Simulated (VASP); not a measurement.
# Si in VASP: further runs

Runs on Si. Level: PBE. Tasks: single point.

All numbers are computed with VASP 6.6.1; they aren't measurements. Logs are shortened: lines on timing, memory, paths and dates and some standing lists are left out, and cuts for length are marked.

## Step 1: The cell of the first run

The cell holds a slab with vacuum, 10 atoms: a = 3.868 Å, b = 3.868 Å, c = 27.307 Å, α = 90.00°, β = 90.00°, γ = 90.00°.

## Step 2: Single point, PBE

The input, INCAR:

```
PREC = Accurate ; ENCUT = 520
EDIFF = 1E-6 ; ISMEAR = 0
SIGMA = 0.05 ; LREAL = False
LASPH = True ; NELM = 60
ALGO = Normal ; ISIF = 2
LWAVE = False ; LCHARG = False
LDIPOL = True ; IDIPOL = 3
DIPOL = 0.5 0.5 0.500 ; GGA = PE
NBANDS = 31
```

The input, KPOINTS:

```
Automatic mesh
0
Gamma
  3 3 1
```

The input, POSCAR:

```
Si
1.0
    3.8677060756      0.0000000000      0.0000000000
    0.0000000000      3.8677060756      0.0000000000
    0.0000000000      0.0000000000     27.3069653717
Si
10
Direct
    0.0000000000      0.5000000000      0.2746551987
    0.0000000000      0.0000000000      0.3247318212
    0.5000000000      0.0000000000      0.3748084437
    0.5000000000      0.5000000000      0.4248850662
    0.0000000000      0.5000000000      0.4749616887
    0.0000000000      0.0000000000      0.5250383113
    0.5000000000      0.0000000000      0.5751149338
    0.5000000000      0.5000000000      0.6251915563
    0.0000000000      0.5000000000      0.6752681788
    0.0000000000      0.0000000000      0.7253448013
```

Potentials or basis: VASP PAW PBE potentials, release 64 (Si).

On the command line:

```
> cat potpaw_PBE.64/Si/POTCAR > POTCAR
> mpirun -np 1 vasp_std > vasp.out
```

OUTCAR:

```text
PREC = Accurate
   ENCUT = 520
   EDIFF = 1E-6
   ISMEAR = 0
   LREAL = False
   LASPH = True
   NELM = 60
   ISIF = 2
   GGA = PE

 ion  position               nearest neighbor table
   1  0.000  0.500  0.275-   2 2.37   2 2.37
   2  0.000  0.000  0.325-   1 2.37   1 2.37   3 2.37   3 2.37
   3  0.500  0.000  0.375-   2 2.37   4 2.37   4 2.37   2 2.37
   4  0.500  0.500  0.425-   3 2.37   5 2.37   3 2.37   5 2.37
   5  0.000  0.500  0.475-   4 2.37   4 2.37   6 2.37   6 2.37
   6  0.000  0.000  0.525-   7 2.37   7 2.37   5 2.37   5 2.37
   7  0.500  0.000  0.575-   6 2.37   8 2.37   8 2.37   6 2.37
   8  0.500  0.500  0.625-   7 2.37   9 2.37   7 2.37   9 2.37
   9  0.000  0.500  0.675-  10 2.37  10 2.37   8 2.37   8 2.37
  10  0.000  0.000  0.725-   9 2.37   9 2.37

  LATTYP: Found a simple tetragonal cell.
 ALAT       =     3.8677060756
 C/A-ratio  =     7.0602483327

  Lattice vectors:

 A1 = (   3.8677060756,   0.0000000000,   0.0000000000)
 A2 = (   0.0000000000,   3.8677060756,   0.0000000000)
 A3 = (   0.0000000000,   0.0000000000,  27.3069653717)

Analysis of symmetry for initial positions (statically):
=====================================================================
 Subroutine PRICEL returns:
 Original cell was already a primitive cell.

 Routine SETGRP: Setting up the symmetry group for a
 simple tetragonal supercell.

 Subroutine GETGRP returns: Found  8 space group operations
 (whereof  4 operations were pure point group operations)
 out of a pool of 16 trial point group operations.

The static configuration has the point symmetry C_2v.
 The point group associated with its full space group is D_2h.

Analysis of symmetry for dynamics (positions and initial velocities):
=====================================================================
 Subroutine PRICEL returns:
 Original cell was already a primitive cell.

 Routine SETGRP: Setting up the symmetry group for a
 simple tetragonal supercell.

 Subroutine GETGRP returns: Found  8 space group operations
 (whereof  4 operations were pure point group operations)
 out of a pool of 16 trial point group operations.

The dynamic configuration has the point symmetry C_2v.
 The point group associated with its full space group is D_2h.

 Subroutine INISYM returns: Found  8 space group operations
 (whereof  4 operations are pure point group operations),
 and found     1 'primitive' translations

----------------------------------------------------------------------------------------

                                     Primitive cell

  volume of cell :     408.4890

  direct lattice vectors                    reciprocal lattice vectors
     3.867706076  0.000000000  0.000000000     0.258551188  0.000000000  0.000000000
     0.000000000  3.867706076  0.000000000     0.000000000  0.258551188  0.000000000
     0.000000000  0.000000000 27.306965372     0.000000000  0.000000000  0.036620693

  length of vectors
     3.867706076  3.867706076 27.306965372     0.258551188  0.258551188  0.036620693

  position of ions in fractional coordinates (direct lattice)
     0.000000000  0.500000000  0.274655199
     0.000000000  0.000000000  0.324731821
     0.500000000  0.000000000  0.374808444
     0.500000000  0.500000000  0.424885066
     0.000000000  0.500000000  0.474961689
     0.000000000  0.000000000  0.525038311
     0.500000000  0.000000000  0.575114934
     0.500000000  0.500000000  0.625191556
     0.000000000  0.500000000  0.675268179
     0.000000000  0.000000000  0.725344801

  ion indices of the primitive-cell ions
   primitive index   ion index
                 1           1
                 2           2
                 3           3
                 4           4
                 5           5
                 6           6
                 7           7
                 8           8
                 9           9
                10          10

----------------------------------------------------------------------------------------

 KPOINTS: Automatic mesh

Automatic generation of k-mesh.
 Grid dimensions read from file:
 generate k-points for:    3    3    1

 Generating k-lattice:

  Cartesian coordinates                     Fractional coordinates (reciprocal lattice)
     0.086183729  0.000000000  0.000000000     0.333333333  0.000000000  0.000000000
     0.000000000  0.086183729  0.000000000     0.000000000  0.333333333  0.000000000
     0.000000000  0.000000000  0.036620693     0.000000000  0.000000000  1.000000000

  Length of vectors
     0.086183729  0.086183729  0.036620693

  Shift w.r.t. Gamma in fractional coordinates (k-lattice)
     0.000000000  0.000000000  0.000000000

 Subroutine IBZKPT returns following result:
 ===========================================

 Found      4 irreducible k-points:

 Following reciprocal coordinates:
            Coordinates               Weight
  0.000000  0.000000  0.000000      1.000000
  0.333333  0.000000  0.000000      2.000000
[... 41 lines left out ...]
  volume/ion in A,a.u.               =      40.85       275.66
  Fermi-wavevector in a.u.,A,eV,Ry     =   0.754573  1.425937  7.746895  0.569381
  Thomas-Fermi vector in A             =   1.852271
   LORBIT       =      0    0 simple, 1 ext, 2 COOP (PROOUT), +10 PAW based schemes
   GGA     = PE    functional components
   LHFCALC =     F    Hartree Fock is set to
   AEXX    =    0.0000 exact exchange contribution
   IVDW    =     0    specifies the selected vdW correction
   LEPSILON=     F    determine dielectric tensor
   LRPA    =     F    only Hartree local field effects (RPA)
 non-spin polarized calculation
 Gauss-broadening in eV      SIGMA  =   0.05
  energy-cutoff  :      520.00
  volume of cell :      408.49
 maximum number of plane-waves:     11002
 NGX is ok and might be reduce to    30
   NGX = 15   NGY = 15   NGZ =101

 dipolmoment           0.000000      0.000000      0.000000 electrons x Angstroem

 number of electron      39.9999998 magnetization

 dipolmoment           0.000000      0.000000     -0.000000 electrons x Angstroem

 Free energy of the ion-electron system (eV)
  ---------------------------------------------------
  ext. energy  EPLUGINS =         0.00000000
  ---------------------------------------------------
  free energy    TOTEN  =       -49.17305313 eV

  energy without entropy =      -49.15644254  energy(sigma->0) =      -49.16474784

 E-fermi :   0.0179     XC(G=0):  -5.3585

 val. band max:       -0.0139648362   @ k =   0.3333   0.0000   0.0000
 cond. band min:       0.0312155078   @ k =   0.3333   0.3333   0.0000
 fundamental gap:      0.0451803439
 Fermi energy:         0.0178897171

 k-point     1 :       0.0000    0.0000    0.0000
  band No.  band energies     occupation
      1     -11.4835      2.00000
      2     -10.9622      2.00000
      3     -10.2168      2.00000
      4      -9.2253      2.00000
      5      -8.0001      2.00000
      6      -6.5916      2.00000
[... 23 lines left out ...]
     30       3.2466      0.00000
     31       3.6234      0.00000

 k-point     2 :       0.3333    0.0000    0.0000
  band No.  band energies     occupation
      1     -10.5696      2.00000
      2     -10.1095      2.00000
      3      -9.4947      2.00000
      4      -8.8048      2.00000
      5      -8.4477      2.00000
      6      -6.3771      2.00000
[... 23 lines left out ...]
     30       3.9950      0.00000
     31       3.9971      0.00000

 k-point     3 :       0.0000    0.3333    0.0000
  band No.  band energies     occupation
      1     -10.5688      2.00000
      2     -10.1024      2.00000
      3      -9.4816      2.00000
      4      -8.8192      2.00000
      5      -7.1643      2.00000
      6      -7.1586      2.00000
[... 23 lines left out ...]
     30       3.9384      0.00000
     31       4.1588      0.00000

 k-point     4 :       0.3333    0.3333    0.0000
  band No.  band energies     occupation
      1      -9.6451      2.00000
      2      -9.2228      2.00000
      3      -8.6720      2.00000
      4      -8.0550      2.00000
      5      -7.4611      2.00000
      6      -6.9112      2.00000
[... 23 lines left out ...]
     30       4.1456      0.00000
     31       5.0119      0.00000

------------------------ aborting loop because EDIFF is reached ----------------------------------------

 vacuum level on the upper side and lower side of the slab       (xc-potential included)        -0.114        -0.114

  FORCE on cell =-STRESS in cart. coord.  units (eV):
  Direction    XX          YY          ZZ          XY          YZ          ZX
  --------------------------------------------------------------------------------------
  -------------------------------------------------------------------------------------
  Total       -0.4854346      1.5639495     -2.4010389      0.0000000      0.0000000      0.0000000
  in kB       -1.9039736      6.1341295     -9.4173653      0.0000000      0.0000000      0.0000000
  external PRESSURE =      -1.7290698 kB  Pullay stress =       0.0000000 kB

 VOLUME and BASIS-vectors are now :
 -----------------------------------------------------------------------------
  energy-cutoff  :      520.00
  volume of cell :      408.49
      direct lattice vectors                 reciprocal lattice vectors
     3.867706076  0.000000000  0.000000000     0.258551188  0.000000000  0.000000000
     0.000000000  3.867706076  0.000000000     0.000000000  0.258551188  0.000000000
     0.000000000  0.000000000 27.306965372     0.000000000  0.000000000  0.036620693

 POSITION                                       TOTAL-FORCE (eV/Angst)
 -----------------------------------------------------------------------------------
      0.00000      1.93385      7.50000         0.000000      0.000000      0.080670
      0.00000      0.00000      8.86744         0.000000      0.000000      0.107036
      1.93385      0.00000     10.23488         0.000000      0.000000      0.148406
      1.93385      1.93385     11.60232         0.000000      0.000000     -0.162617
      0.00000      1.93385     12.96976         0.000000      0.000000      0.013313
      0.00000      0.00000     14.33720         0.000000      0.000000     -0.013313
      1.93385      0.00000     15.70464         0.000000      0.000000      0.162617
      1.93385      1.93385     17.07208         0.000000      0.000000     -0.148406
      0.00000      1.93385     18.43952         0.000000      0.000000     -0.107036
      0.00000      0.00000     19.80697         0.000000      0.000000     -0.080670
 -----------------------------------------------------------------------------------
    total drift:                                0.000000     -0.000000      0.000000

  FREE ENERGIE OF THE ION-ELECTRON SYSTEM (eV)
  ---------------------------------------------------
  free  energy   TOTEN  =       -49.1730531327 eV

  energy  without entropy=      -49.1564425440  energy(sigma->0) =      -49.16474784

 vacuum level on the upper side and lower side of the slab         5.415         5.415
```

Wall time 3.1 min (1 thread of Intel Xeon 8259CL, shared host); peak memory 0.44 GiB.

What came out:

| Property | Result |
| --- | --- |
| Free energy | -49.1731 eV |
| Largest force | 0.163 eV/Å |
| Band gap on the k mesh | zero (bands 20 and 21 overlap by 0.37 eV) |

Forces in eV/Å, atoms in the order of the input:
```
Si   0.000  0.000  0.081
Si   0.000  0.000  0.107
Si   0.000  0.000  0.148
Si   0.000  0.000 -0.163
Si   0.000  0.000  0.013
Si   0.000  0.000 -0.013
Si   0.000  0.000  0.163
Si   0.000  0.000 -0.148
Si   0.000  0.000 -0.107
Si   0.000  0.000 -0.081
```

Levels at points of the mesh, in eV from the Fermi level:
```tsv
k point	band 16	band 17	band 18	band 19	band 20	band 21	band 22	band 23	band 24	band 25
(0.00, 0.00, 0.00)	-0.67	-0.48	-0.17	-0.06	0.39	0.97	0.97	1.54	1.58	1.91
```

Caveat: the k points lie up to 0.54 Å⁻¹ apart.

## Step 3: Single point, PBE (atoms taken out)

The input, INCAR:

```
SYSTEM = Si
PREC = Accurate
ENCUT = 520
EDIFF = 1E-6
ISMEAR = 0
SIGMA = 0.05
LREAL = .FALSE.
LASPH = .TRUE.
NELM = 100
ALGO = Normal
ISIF = 2
LWAVE = .FALSE.
LCHARG = .FALSE.
LDIPOL = .TRUE.
IDIPOL = 3
DIPOL = 0.5 0.5 0.500
GGA = PE
NBANDS = 16
```

The input, KPOINTS:

```
regular mesh
0
G
  7 7 1
  0 0 0
```

The input, POSCAR:

```
Si
1.0
    3.8677060756      0.0000000000      0.0000000000
    0.0000000000      3.8677060756      0.0000000000
    0.0000000000      0.0000000000     19.1023217906
Si
4
Direct
    0.0000000000      0.5000000000      0.3926224300
    0.0000000000      0.0000000000      0.4642074767
    0.5000000000      0.0000000000      0.5357925233
    0.5000000000      0.5000000000      0.6073775700
```

Potentials or basis: VASP PAW PBE potentials, release 64 (Si).

On the command line:

```
> cat potpaw_PBE.64/Si/POTCAR > POTCAR
> mpirun -np 1 vasp_std > vasp.out
```

It took 3.1 min on 1 thread of Intel Xeon 8259CL, shared host; peak memory 0.37 GiB.

Results (log left out):

| Quantity | Value |
| --- | --- |
| Free energy | -18.0015 eV |
| Largest force | 0.314 eV/Å |
| Band gap on the k mesh | zero (bands 8 and 9 overlap by 0.64 eV) |

Forces on the atoms (eV/Å):
```
Si   0.000  0.000  0.138
Si   0.000  0.000 -0.314
Si   0.000  0.000  0.314
Si   0.000  0.000 -0.138
```

Levels at points of the mesh, in eV from the Fermi level:
```tsv
k point	band 5	band 6	band 7	band 8	band 9	band 10	band 11	band 12
(0.00, 0.00, 0.00)	-1.75	-1.55	-0.42	0.46	1.42	1.77	2.05	3.01
```

Caveat: the cell differs from its parent crystal (atoms taken out).

## Step 4: Single point, PBE

The input, INCAR:

```
SYSTEM = Si
ALGO = Normal
DIPOL = 0.5 0.5 0.500
EDIFF = 1E-7
ENCUT = 520
GGA = PE
IDIPOL = 3
ISIF = 2
ISMEAR = 0
LASPH = .TRUE.
LCHARG = .TRUE.
LDIPOL = .TRUE.
LELF = .TRUE.
LREAL = .FALSE.
LVACPOTAV = .TRUE.
LVHAR = .TRUE.
LWAVE = .FALSE.
NBANDS = 31
NELM = 60
PREC = Accurate
SIGMA = 0.05
```

The input, KPOINTS:

```
k-points
0
G
  7 7 1
  0 0 0
```

The input, POSCAR:

```
Si
1.0
    3.8677060756      0.0000000000      0.0000000000
    0.0000000000      3.8677060756      0.0000000000
    0.0000000000      0.0000000000     27.3069653717
Si
10
Direct
    0.0000000000      0.5000000000      0.2746551987
    0.0000000000      0.0000000000      0.3247318212
    0.5000000000      0.0000000000      0.3748084437
    0.5000000000      0.5000000000      0.4248850662
    0.0000000000      0.5000000000      0.4749616887
    0.0000000000      0.0000000000      0.5250383113
    0.5000000000      0.0000000000      0.5751149338
    0.5000000000      0.5000000000      0.6251915563
    0.0000000000      0.5000000000      0.6752681788
    0.0000000000      0.0000000000      0.7253448013
```

On the command line:

```
> cat potpaw_PBE.64/Si/POTCAR > POTCAR
> mpirun -np 1 vasp_std > vasp.out
```

Wall time 12 min (1 thread of Intel Xeon 8259CL, shared host); peak memory 0.5 GiB.

The run converged. Its results:

```
Free energy            : -50.2296 eV
Largest force          : 0.103 eV/Å
Band gap on the k mesh : zero (bands 20 and 21 overlap by 0.82 eV)
```

Forces on the atoms (eV/Å):
```
Si   0.000  0.000  0.103
Si   0.000  0.000 -0.049
Si   0.000  0.000  0.038
Si   0.000  0.000 -0.095
Si   0.000  0.000  0.025
Si   0.000  0.000 -0.025
Si   0.000  0.000  0.095
Si   0.000  0.000 -0.038
Si   0.000  0.000  0.049
Si   0.000  0.000 -0.103
```

Levels at points of the mesh, in eV from the Fermi level:
```csv
k point,band 16,band 17,band 18,band 19,band 20,band 21,band 22,band 23,band 24,band 25
"(0.00, 0.00, 0.00)",-0.65,-0.47,-0.15,-0.06,0.41,0.97,0.97,1.56,1.60,1.99
```

## Step 5: Single point, PBE

The input, INCAR:

```
SYSTEM = Si
PREC = Accurate
ENCUT = 520
EDIFF = 1E-7
ISMEAR = 0
SIGMA = 0.05
LREAL = .FALSE.
LASPH = .TRUE.
NELM = 100
ALGO = Normal
ISIF = 2
LWAVE = .FALSE.
LCHARG = .TRUE.
LDIPOL = .TRUE.
IDIPOL = 3
DIPOL = 0.5 0.5 0.500
GGA = PE
LELF = .TRUE.
LVHAR = .TRUE.
LVACPOTAV = .TRUE.
NBANDS = 31
```

The input, KPOINTS:

```
Automatic mesh
0
G
  7 7 1
  0 0 0
```

The input, POSCAR:

```
Si
1.0
    3.8677060756      0.0000000000      0.0000000000
    0.0000000000      3.8677060756      0.0000000000
    0.0000000000      0.0000000000     27.3069653717
Si
10
Direct
    0.0000000000      0.5000000000      0.2756147356
    0.0000000000      0.0000000000      0.3251979255
    0.5000000000      0.0000000000      0.3751537204
    0.5000000000      0.5000000000      0.4248275942
    0.0000000000      0.5000000000      0.4750095495
    0.0000000000      0.0000000000      0.5249904651
    0.5000000000      0.0000000000      0.5751724120
    0.5000000000      0.5000000000      0.6248462785
    0.0000000000      0.5000000000      0.6748020633
    0.0000000000      0.0000000000      0.7243852557
```

On the command line:

```
> cat potpaw_PBE.64/Si/POTCAR > POTCAR
> mpirun -np 1 vasp_std > vasp.out
```

Run time: 11 min. Hardware: 1 thread of Intel Xeon 8259CL, shared host; peak memory 0.5 GiB.

Results (log left out):

| Quantity | Value |
| --- | --- |
| Free energy | -50.2324 eV |
| Largest force | 0.007 eV/Å |
| Band gap on the k mesh | zero (bands 20 and 21 overlap by 0.83 eV) |

Forces in eV/Å, atoms in the order of the input:
```
Si   0.000  0.000  0.007
Si   0.000  0.000 -0.004
Si   0.000  0.000  0.003
Si   0.000  0.000 -0.001
Si   0.000  0.000  0.002
Si   0.000  0.000 -0.002
Si   0.000  0.000  0.001
Si   0.000  0.000 -0.003
Si   0.000  0.000  0.004
Si   0.000  0.000 -0.007
```

Levels at points of the mesh, in eV from the Fermi level:
```csv
k point,band 17,band 18,band 19,band 20,band 21,band 22,band 23,band 24
"(0.00, 0.00, 0.00)",-0.48,-0.14,-0.10,0.41,0.94,0.95,1.52,1.55
```

## Step 6: Single point, PBE

The input, INCAR:

```
  ALGO = Normal
  DIPOL = 0.5 0.5 0.500
  EDIFF = 1E-7
  ENCUT = 520
  GGA = PE
  IDIPOL = 3
  ISIF = 2
  ISMEAR = -1
  LASPH = T
  LCHARG = F
  LDIPOL = T
  LREAL = F
  LWAVE = F
  NBANDS = 31
  NELM = 60
  PREC = Accurate
  SIGMA = 0.3
```

The input, KPOINTS:

```
k-points
0
Gamma
  7 7 1
```

The input, POSCAR:

```
Si
1.0
    3.8677060756      0.0000000000      0.0000000000
    0.0000000000      3.8677060756      0.0000000000
    0.0000000000      0.0000000000     27.3069653717
Si
10
Direct
    0.0000000000      0.5000000000      0.2746551987
    0.0000000000      0.0000000000      0.3247318212
    0.5000000000      0.0000000000      0.3748084437
    0.5000000000      0.5000000000      0.4248850662
    0.0000000000      0.5000000000      0.4749616887
    0.0000000000      0.0000000000      0.5250383113
    0.5000000000      0.0000000000      0.5751149338
    0.5000000000      0.5000000000      0.6251915563
    0.0000000000      0.5000000000      0.6752681788
    0.0000000000      0.0000000000      0.7253448013
```

Potentials or basis: VASP PAW PBE potentials, release 64 (Si).

On the command line:

```
> cat potpaw_PBE.64/Si/POTCAR > POTCAR
> mpirun -np 1 vasp_std > vasp.out
```

Wall time 12 min (1 thread of Intel Xeon 8259CL, shared host); peak memory 0.52 GiB.

Results (log left out):

```
Free energy            : -50.8573 eV
Largest force          : 0.023 eV/Å
Band gap on the k mesh : zero (bands 20 and 21 overlap by 0.81 eV)
```

Forces in eV/Å, atoms in the order of the input:
```
Si   0.000  0.000 -0.001
Si   0.000  0.000 -0.023
Si   0.000  0.000  0.015
Si   0.000  0.000 -0.001
Si   0.000  0.000 -0.004
Si   0.000  0.000  0.004
Si   0.000  0.000  0.001
Si   0.000  0.000 -0.015
Si   0.000  0.000  0.023
Si   0.000  0.000  0.001
```

Levels at points of the mesh, in eV from the Fermi level:
```tsv
k point	band 18	band 19	band 20	band 21	band 22	band 23
(0.00, 0.00, 0.00)	-0.34	-0.26	0.21	0.77	0.77	1.36
```

Caveat: so wide a smearing shifts energies and pressures.

## Step 7: Overview

```tsv
cell	k mesh	smearing	gap on the mesh (eV)	largest force (eV/Å)
a = 3.868, b = 3.868, c = 27.307 Å, 10 atoms, atomic positions A	3 × 3 × 1	gaussian 0.05 eV	none	0.16
a = 3.868, b = 3.868, c = 19.102 Å, 4 atoms, atomic positions B	7 × 7 × 1	gaussian 0.05 eV	none	0.31
a = 3.868, b = 3.868, c = 27.307 Å, 10 atoms, atomic positions A	7 × 7 × 1	gaussian 0.05 eV	none	0.10
a = 3.868, b = 3.868, c = 27.307 Å, 10 atoms, atomic positions C	7 × 7 × 1	gaussian 0.05 eV	none	0.01
a = 3.868, b = 3.868, c = 27.307 Å, 10 atoms, atomic positions A	7 × 7 × 1	fermi-dirac 0.3 eV	none	0.02
```

Alike in all rows: task single point; level PBE; potentials or basis VASP PAW PBE potentials, release 64 (Si); no spin polarisation; cutoff (eV) 520.

Caveats: some runs use coarse meshes; so wide a smearing shifts energies and pressures (at least some runs).

Absolute energies hang on the potentials; compare differences alone.

The gap in the log of VASP goes by the Fermi energy; the results here count the filled bands.